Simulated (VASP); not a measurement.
# YSi6 (P4/nbm) in VASP: single point with PBE

Aim: the single point of YSi6 with PBE.

All numbers are computed with VASP 6.6.1; they aren't measurements. Logs are shortened: lines on timing, memory, paths and dates and some standing lists are left out, and cuts for length are marked.

### 1 The cell of the first run

It takes space group P4/nbm (No. 125, tetragonal). The conventional cell has a = 5.754 Å, b = 5.754 Å, c = 7.304 Å, α = 90.00°, β = 90.00°, γ = 90.00°. Within 3.2 Å of Si (site symmetry 4) lie 5 Si at 2.35 to 2.51 Å and 4 Y at 3.11 Å. Within 3.2 Å of Si (site symmetry m) lie 10 Si at 2.45 to 3.08 Å and 1 Y at 2.96 Å. Within 3.9 Å of Y (site symmetry -42m) lie 16 Si at 2.96 to 3.60 Å.

### 2 Single point, PBE

INCAR reads:

```
SYSTEM = YSi6
ALGO = Normal
EDIFF = 1E-6
ENCUT = 520
GGA = PE
ISIF = 2
ISMEAR = -1
LASPH = .TRUE.
LCHARG = .FALSE.
LREAL = .FALSE.
LWAVE = .FALSE.
NBANDS = 48
NELM = 80
PREC = Accurate
SIGMA = 0.1
```

KPOINTS reads:

```
k-points
0
G
  6 6 5
  0 0 0
```

POSCAR reads:

```
YSi6
1.0
    5.7540610000      0.0000000000      0.0000000000
    0.0000000000      5.7540610000      0.0000000000
    0.0000000000      0.0000000000      7.3040880000
Si Y
12 2
Direct
    0.0000000000      0.0000000000      0.1610000000
    0.0000000000      0.0000000000      0.8390000000
    0.5000000000      0.5000000000      0.8390000000
    0.5000000000      0.5000000000      0.1610000000
    0.6859000000      0.1859000000      0.3480000000
    0.8141000000      0.6859000000      0.3480000000
    0.3141000000      0.8141000000      0.3480000000
    0.1859000000      0.3141000000      0.3480000000
    0.6859000000      0.8141000000      0.6520000000
    0.8141000000      0.3141000000      0.6520000000
    0.3141000000      0.1859000000      0.6520000000
    0.1859000000      0.6859000000      0.6520000000
    0.0000000000      0.5000000000      0.0000000000
    0.5000000000      0.0000000000      0.0000000000
```

Potentials or basis: VASP PAW PBE potentials, release 64 (Si, Y_sv).

On the command line:

```
$ cat potpaw_PBE.64/Si/POTCAR potpaw_PBE.64/Y_sv/POTCAR > POTCAR
$ mpirun -np 1 vasp_std > vasp.out
```

OUTCAR:

```text
SYSTEM = YSi6
   EDIFF = 1E-6
   ENCUT = 520
   GGA = PE
   ISIF = 2
   ISMEAR = -1
   LASPH = .TRUE.
   LREAL = .FALSE.
   NELM = 80
   PREC = Accurate

 ion  position               nearest neighbor table
   1  0.000  0.000  0.161-   2 2.35   5 2.51   6 2.51   7 2.51   8 2.51  13 3.11  14 3.11  13 3.11
                            14 3.11
   2  0.000  0.000  0.839-   1 2.35   9 2.51  10 2.51  11 2.51  12 2.51  13 3.11  14 3.11  13 3.11
                            14 3.11
   3  0.500  0.500  0.839-   4 2.35   9 2.51  10 2.51  11 2.51  12 2.51  13 3.11  14 3.11  14 3.11
                            13 3.11
   4  0.500  0.500  0.161-   3 2.35   5 2.51   6 2.51   7 2.51   8 2.51  13 3.11  14 3.11  14 3.11
                            13 3.11
   5  0.686  0.186  0.348-  10 2.45   4 2.51   1 2.51  14 2.96   6 2.97   8 2.97   6 2.97   8 2.97
                             7 3.03  11 3.08   9 3.08  13 3.60
   6  0.814  0.686  0.348-   9 2.45   4 2.51   1 2.51  13 2.96   5 2.97   7 2.97   5 2.97   7 2.97
                             8 3.03  12 3.08  10 3.08  14 3.60
   7  0.314  0.814  0.348-  12 2.45   4 2.51   1 2.51  14 2.96   6 2.97   8 2.97   8 2.97   6 2.97
                             5 3.03   9 3.08  11 3.08  13 3.60
   8  0.186  0.314  0.348-  11 2.45   4 2.51   1 2.51  13 2.96   5 2.97   7 2.97   7 2.97   5 2.97
                             6 3.03  12 3.08  10 3.08  14 3.60
   9  0.686  0.814  0.652-   6 2.45   3 2.51   2 2.51  14 2.96  12 2.97  10 2.97  10 2.97  12 2.97
                            11 3.03   5 3.08   7 3.08  13 3.60
  10  0.814  0.314  0.652-   5 2.45   3 2.51   2 2.51  13 2.96  11 2.97   9 2.97   9 2.97  11 2.97
                            12 3.03   6 3.08   8 3.08  14 3.60
  11  0.314  0.186  0.652-   8 2.45   3 2.51   2 2.51  14 2.96  12 2.97  10 2.97  12 2.97  10 2.97
                             9 3.03   7 3.08   5 3.08  13 3.60
  12  0.186  0.686  0.652-   7 2.45   3 2.51   2 2.51  13 2.96  11 2.97   9 2.97  11 2.97   9 2.97
                            10 3.03   6 3.08   8 3.08  14 3.60
  13  0.000  0.500  0.000-   6 2.96   8 2.96  10 2.96  12 2.96   1 3.11   2 3.11   3 3.11   4 3.11
                             1 3.11   2 3.11   3 3.11   4 3.11   9 3.60   7 3.60  11 3.60   5 3.60
  14  0.500  0.000  0.000-   5 2.96   7 2.96   9 2.96  11 2.96   1 3.11   2 3.11   3 3.11   4 3.11
                             3 3.11   4 3.11   1 3.11   2 3.11   6 3.60  10 3.60   8 3.60  12 3.60

  LATTYP: Found a simple tetragonal cell.
 ALAT       =     5.7540610000
 C/A-ratio  =     1.2693796607

  Lattice vectors:

 A1 = (   5.7540610000,   0.0000000000,   0.0000000000)
 A2 = (   0.0000000000,   5.7540610000,   0.0000000000)
 A3 = (   0.0000000000,   0.0000000000,   7.3040880000)

Analysis of symmetry for initial positions (statically):
=====================================================================
 Subroutine PRICEL returns:
 Original cell was already a primitive cell.
[... 170 lines left out ...]
  Fermi-wavevector in a.u.,A,eV,Ry     =   1.082935  2.046451 15.956219  1.172749
  Thomas-Fermi vector in A             =   2.218989
   LORBIT       =      0    0 simple, 1 ext, 2 COOP (PROOUT), +10 PAW based schemes
   GGA     = PE    functional components
   LHFCALC =     F    Hartree Fock is set to
   AEXX    =    0.0000 exact exchange contribution
   IVDW    =     0    specifies the selected vdW correction
   LEPSILON=     F    determine dielectric tensor
   LRPA    =     F    only Hartree local field effects (RPA)
 non-spin polarized calculation
  energy-cutoff  :      520.00
  volume of cell :      241.83
 maximum number of plane-waves:      6535
 NGX is ok and might be reduce to    48
   NGX = 21   NGY = 21   NGZ = 27

 number of electron      69.9999999 magnetization

 Free energy of the ion-electron system (eV)
  ---------------------------------------------------
  ext. energy  EPLUGINS =         0.00000000
  ---------------------------------------------------
  free energy    TOTEN  =       -75.68703789 eV

  energy without entropy =      -75.42943285  energy(sigma->0) =      -75.55823537

 E-fermi :   8.0791     XC(G=0): -10.6589

 val. band max:        8.0654340435   @ k =   0.3333   0.0000   0.4000
 cond. band min:       8.0922336275   @ k =   0.5000   0.0000   0.2000
 fundamental gap:      0.0267995839
 Fermi energy:         8.0790922436

 k-point     1 :       0.0000    0.0000    0.0000
  band No.  band energies     occupation
      1     -34.6581      2.00000
      2     -34.6486      2.00000
      3     -14.7780      2.00000
      4     -14.7639      2.00000
      5     -14.7639      2.00000
      6     -14.7427      2.00000
[... 1189 lines left out ...]
     46      10.8453      0.00000
     47      11.0835      0.00000

 [... further k-points ...]

 [bands above 47 left out]

------------------------ aborting loop because EDIFF is reached ----------------------------------------

  FORCE on cell =-STRESS in cart. coord.  units (eV):
  Direction    XX          YY          ZZ          XY          YZ          ZX
  --------------------------------------------------------------------------------------
  -------------------------------------------------------------------------------------
  Total       -0.9769782     -0.9769782      3.4416814      0.0000000      0.0000000      0.0000000
  in kB       -6.4726266     -6.4726266     22.8016525      0.0000000      0.0000000      0.0000000
  external PRESSURE =       3.2854664 kB  Pullay stress =       0.0000000 kB

 VOLUME and BASIS-vectors are now :
 -----------------------------------------------------------------------------
  energy-cutoff  :      520.00
  volume of cell :      241.83
      direct lattice vectors                 reciprocal lattice vectors
     5.754061000  0.000000000  0.000000000     0.173790302  0.000000000  0.000000000
     0.000000000  5.754061000  0.000000000     0.000000000  0.173790302  0.000000000
     0.000000000  0.000000000  7.304088000     0.000000000  0.000000000  0.136909632

 POSITION                                       TOTAL-FORCE (eV/Angst)
 -----------------------------------------------------------------------------------
      0.00000      0.00000      1.17596         0.000000      0.000000      0.365017
      0.00000      0.00000      6.12813         0.000000      0.000000     -0.365017
      2.87703      2.87703      6.12813         0.000000      0.000000     -0.365017
      2.87703      2.87703      1.17596         0.000000      0.000000      0.365017
      3.94671      1.06968      2.54182        -0.146999     -0.146999      0.379034
      4.68438      3.94671      2.54182         0.146999     -0.146999      0.379034
      1.80735      4.68438      2.54182         0.146999      0.146999      0.379034
      1.06968      1.80735      2.54182        -0.146999      0.146999      0.379034
      3.94671      4.68438      4.76227        -0.146999      0.146999     -0.379034
      4.68438      1.80735      4.76227         0.146999      0.146999     -0.379034
      1.80735      1.06968      4.76227         0.146999     -0.146999     -0.379034
      1.06968      3.94671      4.76227        -0.146999     -0.146999     -0.379034
      0.00000      2.87703      0.00000         0.000000      0.000000      0.000000
      2.87703      0.00000      0.00000         0.000000      0.000000      0.000000
 -----------------------------------------------------------------------------------
    total drift:                                0.000000      0.000000      0.000000

  FREE ENERGIE OF THE ION-ELECTRON SYSTEM (eV)
  ---------------------------------------------------
  free  energy   TOTEN  =       -75.6870378913 eV

  energy  without entropy=      -75.4294328532  energy(sigma->0) =      -75.55823537
```

It took 5.9 min on 1 thread of Intel Xeon Platinum 8175M at 2.50GHz (Skylake/Cascade Lake), shared host; peak memory 0.51 GiB.

Results:

| Property | Result |
| --- | --- |
| Free energy | -75.6870 eV |
| Pressure | 0.3 GPa |
| Largest force | 0.432 eV/Å |
| Band gap on the k mesh | zero (bands 35 and 36 overlap by 0.70 eV) |

Forces on the atoms (eV/Å):
```
Si   0.000  0.000  0.365
Si   0.000  0.000 -0.365
Si   0.000  0.000 -0.365
Si   0.000  0.000  0.365
Si  -0.147 -0.147  0.379
Si   0.147 -0.147  0.379
Si   0.147  0.147  0.379
Si  -0.147  0.147  0.379
Si  -0.147  0.147 -0.379
Si   0.147  0.147 -0.379
Si   0.147 -0.147 -0.379
Si  -0.147 -0.147 -0.379
Y    0.000  0.000  0.000
Y    0.000  0.000  0.000
```

Stress tensor (GPa, compression positive):
```
-0.65  0.00  0.00
 0.00 -0.65  0.00
 0.00  0.00  2.28
```

The gap in the log of VASP goes by the Fermi energy; the results here count the filled bands.